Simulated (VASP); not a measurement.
# Fe3Ge (Fm-3m) in VASP: single point with PBEsol

Aim: the single point of Fe3Ge with PBEsol.

Program: VASP 6.6.1. These are calculated values, not measurements. Logs are shortened: lines on timing, memory, paths and dates and some standing lists are left out, and cuts for length are marked.

## 1. The cell of the first run

Symmetry: Fm-3m, No. 225, cubic system. Conventional cell: a = 5.751 Å, b = 5.751 Å, c = 5.751 Å, α = 90.00°, β = 90.00°, γ = 90.00°. Fe (site symmetry m-3m) has 8 Fe at 2.49 Å and 6 Ge at 2.88 Å within 3.3 Å. Within 3.3 Å of Fe (site symmetry -43m) lie 10 Fe at 2.49 to 2.88 Å and 4 Ge at 2.49 Å. Within 3.3 Å of Ge (site symmetry m-3m) lie 14 Fe at 2.49 to 2.88 Å.

## 2. Single point, PBEsol, non-collinear spin, typed start, spin-orbit coupling

The input, INCAR:

```
SYSTEM = Fe3Ge
PREC = Accurate ; ENCUT = 520
EDIFF = 1E-7 ; ISMEAR = 0
SIGMA = 0.05 ; LREAL = .False.
LASPH = .True. ; NELM = 150
ALGO = Normal ; ISIF = 2
LWAVE = .False. ; LCHARG = .False.
MAGMOM = 1.634 1.634 1.634 0.976 0.976 0.976 0.976 0.976 0.976 0 0 0 ; LORBIT = 11
LSORBIT = .True. ; GGA_COMPAT = .False.
LORBMOM = .True. ; LMAXMIX = 4
GGA = PS ; NBANDS = 52
```

The input, KPOINTS:

```
regular mesh
0
Gamma
  10 10 10
  0 0 0
```

The input, POSCAR:

```
Fe3Ge
1.0
    0.0000000000      2.8755857660      2.8755857660
    2.8755857660      0.0000000000      2.8755857660
    2.8755857660      2.8755857660      0.0000000000
Fe Ge
3 1
Direct
    0.5000000000      0.5000000000      0.5000000000
    0.2500000000      0.2500000000      0.2500000000
    0.7500000000      0.7500000000      0.7500000000
    0.0000000000      0.0000000000      0.0000000000
```

Potentials or basis: VASP PAW PBE potentials, release 64 (Fe, Ge_d).

The run is started by

```
> cat potpaw_PBE.64/Fe/POTCAR potpaw_PBE.64/Ge_d/POTCAR > POTCAR
> mpirun -np 1 vasp_ncl > vasp.out
```

OUTCAR:

```text
SYSTEM = Fe3Ge
   PREC = Accurate
   ENCUT = 520
   EDIFF = 1E-7
   ISMEAR = 0
   LREAL = .False.
   LASPH = .True.
   NELM = 150
   ISIF = 2
   LORBIT = 11
   LSORBIT = .True.
   GGA = PS

 ion  position               nearest neighbor table
   1  0.500  0.500  0.500-   2 2.49   2 2.49   2 2.49   3 2.49   3 2.49   3 2.49   3 2.49   2 2.49
                             4 2.88   4 2.88   4 2.88   4 2.88   4 2.88   4 2.88
   2  0.250  0.250  0.250-   4 2.49   4 2.49   4 2.49   1 2.49   1 2.49   1 2.49   4 2.49   1 2.49
                             3 2.88   3 2.88   3 2.88   3 2.88   3 2.88   3 2.88
   3  0.750  0.750  0.750-   1 2.49   1 2.49   1 2.49   4 2.49   4 2.49   4 2.49   4 2.49   1 2.49
                             2 2.88   2 2.88   2 2.88   2 2.88   2 2.88   2 2.88
   4  0.000  0.000  0.000-   3 2.49   3 2.49   3 2.49   2 2.49   2 2.49   2 2.49   3 2.49   2 2.49
                             1 2.88   1 2.88   1 2.88   1 2.88   1 2.88   1 2.88

  LATTYP: Found a face centered cubic cell.
 ALAT       =     5.7511715320

  Lattice vectors:

 A1 = (   0.0000000000,   2.8755857660,   2.8755857660)
 A2 = (   2.8755857660,   0.0000000000,   2.8755857660)
 A3 = (   2.8755857660,   2.8755857660,   0.0000000000)

Analysis of symmetry for initial positions (statically):
=====================================================================
 Subroutine PRICEL returns:
 Original cell was already a primitive cell.

 Routine SETGRP: Setting up the symmetry group for a
 face centered cubic supercell.

 Subroutine GETGRP returns: Found 48 space group operations
 (whereof 48 operations were pure point group operations)
 out of a pool of 48 trial point group operations.

The static configuration has the point symmetry O_h .

Analysis of symmetry for dynamics (positions and initial velocities):
=====================================================================
 Subroutine PRICEL returns:
 Original cell was already a primitive cell.

 Routine SETGRP: Setting up the symmetry group for a
 face centered cubic supercell.

 Subroutine GETGRP returns: Found 48 space group operations
 (whereof 48 operations were pure point group operations)
 out of a pool of 48 trial point group operations.

The dynamic configuration has the point symmetry O_h .

Analysis of structural, dynamic, and magnetic symmetry:
=====================================================================
 Subroutine PRICEL returns:
 Original cell was already a primitive cell.

 Routine SETGRP: Setting up the symmetry group for a
 face centered cubic supercell.

 Subroutine GETGRP returns: Found  6 space group operations
 (whereof  6 operations were pure point group operations)
 out of a pool of 48 trial point group operations.

The overall configuration has the point symmetry S_6 .

 Subroutine INISYM returns: Found  6 space group operations
 (whereof  6 operations are pure point group operations),
 and found     1 'primitive' translations

----------------------------------------------------------------------------------------

                                     Primitive cell

  volume of cell :      47.5564

  direct lattice vectors                    reciprocal lattice vectors
     0.000000000  2.875585766  2.875585766    -0.173877617  0.173877617  0.173877617
     2.875585766  0.000000000  2.875585766     0.173877617 -0.173877617  0.173877617
     2.875585766  2.875585766  0.000000000     0.173877617  0.173877617 -0.173877617

  length of vectors
     4.066692390  4.066692390  4.066692390     0.301164867  0.301164867  0.301164867

  position of ions in fractional coordinates (direct lattice)
     0.500000000  0.500000000  0.500000000
     0.250000000  0.250000000  0.250000000
     0.750000000  0.750000000  0.750000000
     0.000000000  0.000000000  0.000000000

  ion indices of the primitive-cell ions
   primitive index   ion index
                 1           1
                 2           2
                 3           3
                 4           4
[... 113 lines left out ...]
  ext. energy  EPLUGINS =         0.00000000
  ---------------------------------------------------
  free energy    TOTEN  =       -32.28080285 eV

  energy without entropy =      -32.27493852  energy(sigma->0) =      -32.27787069

 E-fermi :   7.2185     XC(G=0): -13.2588

 val. band max:        7.2147930597   @ k =   0.2000   0.5000  -0.2000
 cond. band min:       7.2193737818   @ k =  -0.3000   0.4000   0.2000
 fundamental gap:      0.0045807221
 Fermi energy:         7.2184723878

 k-point     1 :       0.0000    0.0000    0.0000
  band No.  band energies     occupation
      1     -17.5827      1.00000
      2     -17.5823      1.00000
      3     -17.5794      1.00000
      4     -17.5790      1.00000
      5     -17.0104      1.00000
      6     -17.0090      1.00000
[... 1261 lines left out ...]
     49      11.0892      0.00000
     50      11.7074      0.00000

 [... further k-points ...]

 [bands above 50 left out]

------------------------ aborting loop because EDIFF is reached ----------------------------------------

  FORCE on cell =-STRESS in cart. coord.  units (eV):
  Direction    XX          YY          ZZ          XY          YZ          ZX
  --------------------------------------------------------------------------------------
  -------------------------------------------------------------------------------------
  Total       -3.3269777     -3.3269777     -3.3269777      0.0006022      0.0006022      0.0006022
  in kB     -112.0860332   -112.0860332   -112.0860332      0.0202866      0.0202866      0.0202866
  external PRESSURE =    -112.0860332 kB  Pullay stress =       0.0000000 kB

 VOLUME and BASIS-vectors are now :
 -----------------------------------------------------------------------------
  energy-cutoff  :      520.00
  volume of cell :       47.56
      direct lattice vectors                 reciprocal lattice vectors
     0.000000000  2.875585766  2.875585766    -0.173877617  0.173877617  0.173877617
     2.875585766  0.000000000  2.875585766     0.173877617 -0.173877617  0.173877617
     2.875585766  2.875585766  0.000000000     0.173877617  0.173877617 -0.173877617

 POSITION                                       TOTAL-FORCE (eV/Angst)
 -----------------------------------------------------------------------------------
      2.87559      2.87559      2.87559         0.000000      0.000000      0.000000
      1.43779      1.43779      1.43779         0.000024      0.000024      0.000024
      4.31338      4.31338      4.31338        -0.000024     -0.000024     -0.000024
      0.00000      0.00000      0.00000        -0.000000      0.000000      0.000000
 -----------------------------------------------------------------------------------
    total drift:                                0.000000      0.000000      0.000000

  FREE ENERGIE OF THE ION-ELECTRON SYSTEM (eV)
  ---------------------------------------------------
  free  energy   TOTEN  =       -32.2808028499 eV

  energy  without entropy=      -32.2749385227  energy(sigma->0) =      -32.27787069

 orbital moment (x)

 # of ion     p       d       tot
 ----------------------------------------
  1         0.000   0.029   0.029
  2         0.000   0.020   0.020
  3         0.000   0.020   0.020
  4         0.000  -0.000  -0.000
 ----------------------------------------
            0.001   0.068   0.069

 orbital moment (y)

 # of ion     p       d       tot
 ----------------------------------------
  1         0.000   0.029   0.029
  2         0.000   0.020   0.020
  3         0.000   0.020   0.020
  4         0.000  -0.000  -0.000
 ----------------------------------------
            0.001   0.068   0.069

 orbital moment (z)

 # of ion     p       d       tot
 ----------------------------------------
  1         0.000   0.029   0.029
  2         0.000   0.020   0.020
  3         0.000   0.020   0.020
  4         0.000  -0.000  -0.000
 ----------------------------------------
            0.001   0.068   0.069

 Spin-Orbit-Coupling matrix elements

 Ion:    1  E_soc:     -0.0111716
 l=   1
     0.0000000    -0.0003488    -0.0003488
    -0.0003488     0.0000000    -0.0003488
    -0.0003488    -0.0003488     0.0000000
 l=   2
     0.0000000    -0.0002374     0.0000000    -0.0002374    -0.0012757
    -0.0002374     0.0000000    -0.0009568    -0.0002374    -0.0003189
     0.0000000    -0.0009568     0.0000000    -0.0009568     0.0000000
    -0.0002374    -0.0002374    -0.0009568     0.0000000    -0.0003189
    -0.0012757    -0.0003189     0.0000000    -0.0003189     0.0000000
 l=   3
     0.0000000     0.0000000     0.0000000     0.0000000     0.0000000     0.0000000     0.0000000
     0.0000000     0.0000000     0.0000000     0.0000000     0.0000000     0.0000000     0.0000000
     0.0000000     0.0000000     0.0000000     0.0000000     0.0000000     0.0000000     0.0000000
     0.0000000     0.0000000     0.0000000     0.0000000     0.0000000     0.0000000     0.0000000
[... 49 lines left out ...]
 l=   2
     0.0000000    -0.0001899     0.0000000    -0.0001899    -0.0007557
    -0.0001899     0.0000000    -0.0005668    -0.0001899    -0.0001889
     0.0000000    -0.0005668     0.0000000    -0.0005668     0.0000000
    -0.0001899    -0.0001899    -0.0005668     0.0000000    -0.0001889
    -0.0007557    -0.0001889     0.0000000    -0.0001889     0.0000000
 l=   3
     0.0000000     0.0000000     0.0000000     0.0000000     0.0000000     0.0000000     0.0000000
     0.0000000     0.0000000     0.0000000     0.0000000     0.0000000     0.0000000     0.0000000
     0.0000000     0.0000000     0.0000000     0.0000000     0.0000000     0.0000000     0.0000000
     0.0000000     0.0000000     0.0000000     0.0000000     0.0000000     0.0000000     0.0000000
     0.0000000     0.0000000     0.0000000     0.0000000     0.0000000     0.0000000     0.0000000
     0.0000000     0.0000000     0.0000000     0.0000000     0.0000000     0.0000000     0.0000000
     0.0000000     0.0000000     0.0000000     0.0000000     0.0000000     0.0000000     0.0000000

 total charge

# of ion       s       p       d       tot
------------------------------------------
    1        0.456   0.506   6.229   7.191
    2        0.410   0.510   6.417   7.336
    3        0.410   0.510   6.417   7.336
    4        1.061   1.290  10.128  12.480
--------------------------------------------------
tot          2.337   2.816  29.191  34.343

 magnetization (x)

# of ion       s       p       d       tot
------------------------------------------
    1       -0.004  -0.014   1.488   1.470
    2       -0.005  -0.014   0.910   0.892
    3       -0.005  -0.014   0.910   0.892
    4        0.001  -0.038  -0.006  -0.043
--------------------------------------------------
tot         -0.013  -0.080   3.302   3.210

 magnetization (y)

# of ion       s       p       d       tot
------------------------------------------
    1       -0.004  -0.014   1.488   1.470
    2       -0.005  -0.014   0.910   0.892
    3       -0.005  -0.014   0.910   0.892
    4        0.001  -0.038  -0.006  -0.043
--------------------------------------------------
tot         -0.013  -0.080   3.302   3.210

 magnetization (z)

# of ion       s       p       d       tot
------------------------------------------
    1       -0.004  -0.014   1.488   1.470
    2       -0.005  -0.014   0.910   0.892
    3       -0.005  -0.014   0.910   0.892
    4        0.001  -0.038  -0.006  -0.043
--------------------------------------------------
tot         -0.013  -0.080   3.302   3.210
```

Run time: 50 min. Hardware: 1 thread of Oxide Virtual Turin-like, shared host; peak memory 0.69 GiB.

Results:

| Quantity | Value |
| --- | --- |
| Free energy | -32.2808 eV |
| Pressure | -11.2 GPa |
| Net moment | 5.56 μB per cell |
| Valence electrons inside the program's atomic spheres | Fe 7.19, 7.34 (each value once); Ge 12.48 |

Moments on the atoms (μB; x, y, z):
```
Fe   1.47  1.47  1.47
Fe   0.89  0.89  0.89
Fe   0.89  0.89  0.89
Ge  -0.04 -0.04 -0.04
```

Caveat: the cell stands under tension; the PAW data sets were made with another functional, which shifts forces and pressure a little.
